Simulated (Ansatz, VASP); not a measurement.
LiH: VASP beside Ansatz

The input POSCAR:

```
LiH
1.0
    2.4945706788     -0.0070880330     -0.0070880330
   -0.0070880330      2.4945706788     -0.0070880330
   -0.0070880330     -0.0070880330      2.4945706788
Li H
1 1
Direct
    0.0000000000      0.0000000000      0.0000000000
    0.5000000000      0.5000000000      0.5000000000
```

The input INCAR.step1:

```
SYSTEM = LiH
  ALGO = Normal
  EDIFF = 1E-5
  ENCUT = 520
  GGA = PE
  ISIF = 2
  ISMEAR = 0
  LASPH = .TRUE.
  LCHARG = .FALSE.
  LREAL = .FALSE.
  LWAVE = .TRUE.
  NBANDS = 9
  NELM = 80
  PREC = Accurate
  SIGMA = 0.01
```

INCAR.step2

```
SYSTEM = LiH
  ALGO = Normal
  EDIFF = 1E-7
  ENCUT = 520
  GGA = PE
  HFSCREEN = 0.2079
  ISIF = 2
  ISMEAR = 0
  ISTART = 1
  LASPH = .TRUE.
  LCHARG = .FALSE.
  LHFCALC = .TRUE.
  LREAL = .FALSE.
  LWAVE = .FALSE.
  NBANDS = 9
  NELM = 80
  PREC = Accurate
  PRECFOCK = Normal
  SIGMA = 0.01
```

KPOINTS

```
k-points
0
G
  8 8 8
  0 0 0
```

Input for Ansatz:

```yaml
crystal:
  lattice:
    - [2.4945706788, -0.007088033, -0.007088033]
    - [-0.007088033, 2.4945706788, -0.007088033]
    - [-0.007088033, -0.007088033, 2.4945706788]
  atoms:
    - { symbol: Li, position: [0.0, 0.0, 0.0] }
    - { symbol: H, position: [0.5, 0.5, 0.5] }
kpoints:
  mp_grid: { grid: [8, 8, 8] }
  band_path:
    path:
      - [0.0, 0.0, 0.0]
      - [0.0, 0.5, 0.0]
      - [0.5, 0.5, 0.0]
      - [0.5, 0.5, 0.5]
      - [0.0, 0.0, 0.5]
    npoints: 1
hamiltonian:
  xc: hse06
scf:
  occupations: { method: fixed }
  n_extra_bands: 4
output:
  forces: true
  stress: true
  eigenvalues: true
  write_density: true
  write_potential: true
  elf: true
  volumetric_format: npy
```

Change from the starting cell: shear_111 strain -0.9%.

Alike in both runs: task single point; functional HSE06; k mesh 8 × 8 × 8; no spin polarisation.

|  | VASP | Ansatz |
| --- | --- | --- |
| version | VASP 6.6.1 | Ansatz 0.2.0 |
| potentials or method | VASP PAW PBE potentials, release 64 (Li_sv, H) | plane waves, PAW |
| plane-wave cutoff (eV) | 520 | 420 |
| occupations | gaussian, width 0.01 eV | fixed |
| valence electrons in the cell | 4 | 4 |

Ansatz gave:

| Quantity | Value |
| --- | --- |
| gap on the k mesh at the Fermi level (eV) | 1.41 |

**Question.** Estimate VASP's values.

**Answer.** gap on the k mesh at the Fermi level (eV): 1.43.

Ansatz's warnings: stress exchange threshold loose, stress scf threshold loose.

Noted on VASP's run: the cutoff is short for stress, so the pressure is rough.
